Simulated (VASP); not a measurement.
# BP (I-4m2) in VASP: further runs

The runs below take BP through single point, with r2SCAN.

Program: VASP 6.6.1. These are calculated values, not measurements. Logs are shortened: lines on timing, memory, paths and dates and some standing lists are left out, and cuts for length are marked.

### Step 1. The cell of the first run

Symmetry: I-4m2, No. 119, tetragonal system. Conventional cell: a = 3.209 Å, b = 3.209 Å, c = 4.447 Å, α = 90.00°, β = 90.00°, γ = 90.00°. Within 2.6 Å of B (site symmetry -4m2) lie 4 P at 1.95 Å. Within 2.6 Å of P (site symmetry -4m2) lie 4 B at 1.95 Å.

### Step 2. Single point, r2SCAN (strain -0.0200 x Voigt [0, 1, 0, 0, 0, 0])

The input, POSCAR:

```
BP
1.0
    0.0000000000      2.2236200000      2.2690000000
    2.2690000000      0.0000000000      2.2690000000
    2.2690000000      2.2236200000      0.0000000000
B P
1 1
Direct
    0.0000000000      0.0000000000      0.0000000000
    0.7500000000      0.7500000000      0.7500000000
```

The input, INCAR.step1:

```
SYSTEM = BP
  PREC = Accurate
  ENCUT = 520
  ISMEAR = 0
  SIGMA = 0.05
  LREAL = .FALSE.
  LASPH = .TRUE.
  NELM = 100
  NBANDS = 11
  GGA = PE
  ALGO = Normal
  EDIFF = 1E-4
  LWAVE = .TRUE.
  LCHARG = .FALSE.
```

The input, INCAR.step2:

```
SYSTEM = BP
  PREC = Accurate
  ENCUT = 520
  EDIFF = 1E-6
  ISMEAR = 0
  SIGMA = 0.05
  LREAL = .FALSE.
  LASPH = .TRUE.
  NELM = 100
  ALGO = Normal
  ISIF = 2
  LWAVE = .FALSE.
  LCHARG = .FALSE.
  METAGGA = R2SCAN
  LMIXTAU = .TRUE.
  NBANDS = 11
  ISTART = 1
```

The input, KPOINTS:

```
regular mesh
0
G
  10 10 10
  0 0 0
```

Potentials or basis: VASP PAW PBE potentials, release 64 (B, P).

The run is started by

```sh
$ cat potpaw_PBE.64/B/POTCAR potpaw_PBE.64/P/POTCAR > POTCAR
$ cp INCAR.step1 INCAR
$ mpirun -np 1 vasp_std > vasp.out
$ cp INCAR.step2 INCAR
$ mpirun -np 1 vasp_std > vasp.out
```

OUTCAR:

```text
SYSTEM = BP
   PREC = Accurate
   ENCUT = 520
   EDIFF = 1E-6
   ISMEAR = 0
   LREAL = .FALSE.
   LASPH = .TRUE.
   NELM = 100
   ISIF = 2
   METAGGA = R2SCAN
   ISTART = 1

 ion  position               nearest neighbor table
   1  0.000  0.000  0.000-   2 1.95   2 1.95   2 1.95   2 1.95
   2  0.750  0.750  0.750-   1 1.95   1 1.95   1 1.95   1 1.95

  LATTYP: Found a body centered tetragonal cell.
 ALAT       =     3.2088505730
 C/A-ratio  =     1.3859292911

  Lattice vectors:

 A1 = (   0.0000000000,  -2.2236200000,   2.2690000000)
 A2 = (   0.0000000000,  -2.2236200000,  -2.2690000000)
 A3 = (   2.2690000000,   2.2236200000,   0.0000000000)

Analysis of symmetry for initial positions (statically):
=====================================================================
 Subroutine PRICEL returns:
 Original cell was already a primitive cell.

 Routine SETGRP: Setting up the symmetry group for a
 body centered tetragonal supercell.

 Subroutine GETGRP returns: Found  8 space group operations
 (whereof  8 operations were pure point group operations)
 out of a pool of 16 trial point group operations.

The static configuration has the point symmetry D_2d.

Analysis of symmetry for dynamics (positions and initial velocities):
=====================================================================
 Subroutine PRICEL returns:
 Original cell was already a primitive cell.

 Routine SETGRP: Setting up the symmetry group for a
 body centered tetragonal supercell.

 Subroutine GETGRP returns: Found  8 space group operations
 (whereof  8 operations were pure point group operations)
 out of a pool of 16 trial point group operations.

The dynamic configuration has the point symmetry D_2d.

 Subroutine INISYM returns: Found  8 space group operations
 (whereof  8 operations are pure point group operations),
 and found     1 'primitive' translations

----------------------------------------------------------------------------------------

                                     Primitive cell

  volume of cell :      22.8960

  direct lattice vectors                    reciprocal lattice vectors
     0.000000000  2.223620000  2.269000000    -0.220361393  0.224858564  0.220361393
     2.269000000  0.000000000  2.269000000     0.220361393 -0.224858564  0.220361393
     2.269000000  2.223620000  0.000000000     0.220361393  0.224858564 -0.220361393

  length of vectors
     3.176924126  3.208850573  3.176924126     0.384291114  0.384291114  0.384291114

  position of ions in fractional coordinates (direct lattice)
     0.000000000  0.000000000  0.000000000
     0.750000000  0.750000000  0.750000000

  ion indices of the primitive-cell ions
   primitive index   ion index
                 1           1
                 2           2

----------------------------------------------------------------------------------------

 KPOINTS: regular mesh

Automatic generation of k-mesh.
 Grid dimensions read from file:
 generate k-points for:   10   10   10

 Generating k-lattice:

  Cartesian coordinates                     Fractional coordinates (reciprocal lattice)
    -0.022036139  0.022485856  0.022036139     0.100000000  0.000000000  0.000000000
     0.022036139 -0.022485856  0.022036139     0.000000000  0.100000000  0.000000000
     0.022036139  0.022485856 -0.022036139     0.000000000  0.000000000  0.100000000

  Length of vectors
     0.038429111  0.038429111  0.038429111

  Shift w.r.t. Gamma in fractional coordinates (k-lattice)
     0.000000000  0.000000000  0.000000000

 Subroutine IBZKPT returns following result:
 ===========================================

 Found    102 irreducible k-points:

 Following reciprocal coordinates:
            Coordinates               Weight
  0.000000  0.000000  0.000000      1.000000
  0.100000  0.000000  0.000000      8.000000
  0.200000  0.000000  0.000000      8.000000
  0.300000  0.000000 -0.000000      8.000000
  0.400000  0.000000  0.000000      8.000000
  0.500000  0.000000 -0.000000      4.000000
[... 16 lines left out ...]
  0.300000  0.300000  0.000000      4.000000
  0.400000  0.300000 -0.000000     16.000000
 [... further k-points ...]
   k-points           NKPTS =    102   k-points in BZ     NKDIM =    102   number of bands    NBANDS=     11
   number of dos      NEDOS =    301   number of ions     NIONS =      2
   total plane-waves  NPLWV =  13824
   dimension x,y,z NGX =    24 NGY =   24 NGZ =   24
   dimension x,y,z NGXF=    48 NGYF=   48 NGZF=   48
   ions per type =               1   1
   NGX,Y,Z   is equivalent  to a cutoff of  12.56, 12.43, 12.56 a.u.
   NGXF,Y,Z  is equivalent  to a cutoff of  25.12, 24.87, 25.12 a.u.
 SYSTEM =  BP
   PREC   = accura    normal or accurate (medium, high low for compatibility)
   ISTART =      1    job   : 0-new  1-cont  2-samecut
   ICHARG =      0    charge: 1-file 2-atom 10-const
   ISPIN  =      1    spin polarized calculation?
   LNONCOLLINEAR =      F non collinear calculations
   LSORBIT =      F    spin-orbit coupling
   LASPH  =      T    aspherical Exc in radial PAW
   ENCUT  =  520.0 eV  38.22 Ry    6.18 a.u.   5.91  5.97  5.91*2*pi/ulx,y,z
   NELM   =    100;   NELMIN=  2; NELMDL=  0     # of ELM steps
   EDIFF  = 0.1E-05   stopping-criterion for ELM
   LREAL  =      F    real-space projection
   EDIFFG = 0.1E-04   stopping-criterion for IOM
   NSW    =      0    number of steps for IOM
   IBRION =     -1    ionic relax: 0-MD 1-quasi-New 2-CG
   NFREE  =      0    steps in history (QN), initial steepest desc. (CG)
   ISIF   =      2    stress and relaxation
   ISYM   =      2    0-nonsym 1-usesym 2-fastsym
   POTIM  = 0.5000    time-step for ionic-motion
   TEBEG  =    0.0;   TEEND  =   0.0 temperature during run
   PSTRESS=    0.0 pullay stress
   NELECT =       8.0000    total number of electrons
   NUPDOWN=      -1.0000    fix difference up-down
   EMIN   =  10.00;   EMAX   =-10.00  energy-range for DOS
   EFERMI =   0.00;   METHOD = LEGACY
   ISMEAR =     0;   SIGMA  =   0.05  broadening in eV -4-tet -1-fermi 0-gaus
   EFERMI_NEDOS =   21; number of points for ismear=-14 and -15
   IALGO  =     38    algorithm
   IMIX   =      4    mixing-type and parameters
     AMIX     =   0.40;   BMIX     =  1.00
     AMIX_MAG =   1.60;   BMIX_MAG =  1.00
  volume/ion in A,a.u.               =      11.45        77.25
  Fermi-wavevector in a.u.,A,eV,Ry     =   1.153059  2.178966 18.089568  1.329546
  Thomas-Fermi vector in A             =   2.289706
   LORBIT       =      0    0 simple, 1 ext, 2 COOP (PROOUT), +10 PAW based schemes
   METAGGA = R2SCAN    functional components
   LHFCALC =     F    Hartree Fock is set to
   AEXX    =    0.0000 exact exchange contribution
   IVDW    =     0    specifies the selected vdW correction
   LEPSILON=     F    determine dielectric tensor
   LRPA    =     F    only Hartree local field effects (RPA)
 non-spin polarized calculation
 Gauss-broadening in eV      SIGMA  =   0.05
  energy-cutoff  :      520.00
  volume of cell :       22.90
 maximum number of plane-waves:       628
   NGX = 11   NGY = 11   NGZ = 11

 number of electron       8.0000001 magnetization

 Free energy of the ion-electron system (eV)
  ---------------------------------------------------
  ext. energy  EPLUGINS =         0.00000000
  ---------------------------------------------------
  free energy    TOTEN  =       -17.30222887 eV

  energy without entropy =      -17.30222887  energy(sigma->0) =      -17.30222887

 E-fermi :   7.9903     XC(G=0): -11.5930

 val. band max:        7.7709451063   @ k =   0.0000   0.0000   0.0000
 cond. band min:       8.8679208677   @ k =   0.4000   0.0000   0.4000
 fundamental gap:      1.0969757614
 Fermi energy:         7.9902897836

 k-point     1 :       0.0000    0.0000    0.0000
  band No.  band energies     occupation
      1      -8.8154      2.00000
      2       7.5630      2.00000
      3       7.5630      2.00000
      4       7.7709      2.00000
      5      11.2227      0.00000
      6      11.3478      0.00000
      7      11.3478      0.00000
      8      15.9622      0.00000
      9      20.0549      0.00000
     10      20.1920      0.00000
     11      20.6064      0.00000

 k-point     2 :       0.1000    0.0000    0.0000
  band No.  band energies     occupation
      1      -8.6229      2.00000
      2       6.2422      2.00000
      3       7.2382      2.00000
      4       7.3972      2.00000
      5      11.6579      0.00000
      6      11.7832      0.00000
      7      11.8688      0.00000
      8      16.4828      0.00000
      9      19.4184      0.00000
     10      19.8656      0.00000
     11      20.7974      0.00000

 k-point     3 :       0.2000    0.0000    0.0000
  band No.  band energies     occupation
      1      -8.0524      2.00000
      2       3.7521      2.00000
      3       6.6180      2.00000
      4       6.8104      2.00000
      5      12.0541      0.00000
      6      12.5214      0.00000
      7      12.5636      0.00000
      8      17.6720      0.00000
      9      18.9169      0.00000
     10      19.1650      0.00000
     11      21.6737      0.00000

 k-point     4 :       0.3000    0.0000   -0.0000
  band No.  band energies     occupation
      1      -7.1348      2.00000
      2       1.2354      2.00000
      3       6.0712      2.00000
      4       6.3044      2.00000
      5      11.9980      0.00000
      6      12.7935      0.00000
      7      12.9618      0.00000
      8      18.5682      0.00000
      9      19.6971      0.00000
     10      19.7093      0.00000
     11      21.9521      0.00000
[... 239 lines left out ...]
 k-point    22 :      -0.2000    0.2000   -0.0000
  band No.  band energies     occupation
      1      -6.8106      2.00000
      2       2.0110      2.00000
      3       3.1238      2.00000
      4       6.3643      2.00000
      5      12.6109      0.00000
      6      13.3416      0.00000
      7      14.5024      0.00000
      8      16.7311      0.00000
      9      17.6900      0.00000
     10      22.4042      0.00000
     11      24.8132      0.00000

 k-point    23 :       0.3000    0.3000    0.0000
  band No.  band energies     occupation
      1      -6.5804      2.00000
      2       2.4109      2.00000
      3       4.2026      2.00000
      4       4.2675      2.00000
      5       9.4457      0.00000
      6      11.9034      0.00000
      7      16.9970      0.00000
      8      17.4977      0.00000
      9      21.7614      0.00000
     10      22.9015      0.00000
     11      25.4668      0.00000

 k-point    24 :       0.4000    0.3000   -0.0000
  band No.  band energies     occupation
      1      -5.7010      2.00000
      2       1.0071      2.00000
      3       3.3267      2.00000
      4       3.9256      2.00000
      5       9.7506      0.00000
      6      11.6455      0.00000
      7      17.6523      0.00000
      8      18.2058      0.00000
      9      22.7783      0.00000
     10      23.8691      0.00000
     11      25.9946      0.00000

 [... further k-points ...]
[... 5 lines left out ...]
  --------------------------------------------------------------------------------------
  -------------------------------------------------------------------------------------
  Total        0.1309098      0.9568755      0.1309098      0.0000000     -0.0000000      0.0000000
  in kB        9.1605826     66.9586169      9.1605826      0.0000000     -0.0000000      0.0000000
  external PRESSURE =      28.4265941 kB  Pullay stress =       0.0000000 kB

 VOLUME and BASIS-vectors are now :
 -----------------------------------------------------------------------------
  energy-cutoff  :      520.00
  volume of cell :       22.90
      direct lattice vectors                 reciprocal lattice vectors
     0.000000000  2.223620000  2.269000000    -0.220361393  0.224858564  0.220361393
     2.269000000  0.000000000  2.269000000     0.220361393 -0.224858564  0.220361393
     2.269000000  2.223620000  0.000000000     0.220361393  0.224858564 -0.220361393

 POSITION                                       TOTAL-FORCE (eV/Angst)
 -----------------------------------------------------------------------------------
      0.00000      0.00000      0.00000        -0.000000      0.000000      0.000000
      3.40350      3.33543      3.40350         0.000000     -0.000000     -0.000000
 -----------------------------------------------------------------------------------
    total drift:                               -0.000000     -0.000000     -0.000000

  FREE ENERGIE OF THE ION-ELECTRON SYSTEM (eV)
  ---------------------------------------------------
  free  energy   TOTEN  =       -17.3022288748 eV

  energy  without entropy=      -17.3022288748  energy(sigma->0) =      -17.30222887
```

Run time: 2.6 min. Hardware: 1 thread of AMD EPYC 7R13, shared host; peak memory 0.12 GiB.

Results:

- Free energy: -17.3022 eV
- Pressure: 2.8 GPa
- Band gap on the k mesh: 1.10 eV, indirect (least direct gap 3.45 eV)

Stress tensor (GPa, compression positive):
```
0.92 0.00 0.00
0.00 6.70 0.00
0.00 0.00 0.92
```

Caveat: the cell differs from its parent crystal (strain -0.0200 x Voigt [0, 1, 0, 0, 0, 0]); the PAW data sets were made with another functional, which shifts forces and pressure a little.

(Part 1 of 2 ends here.)
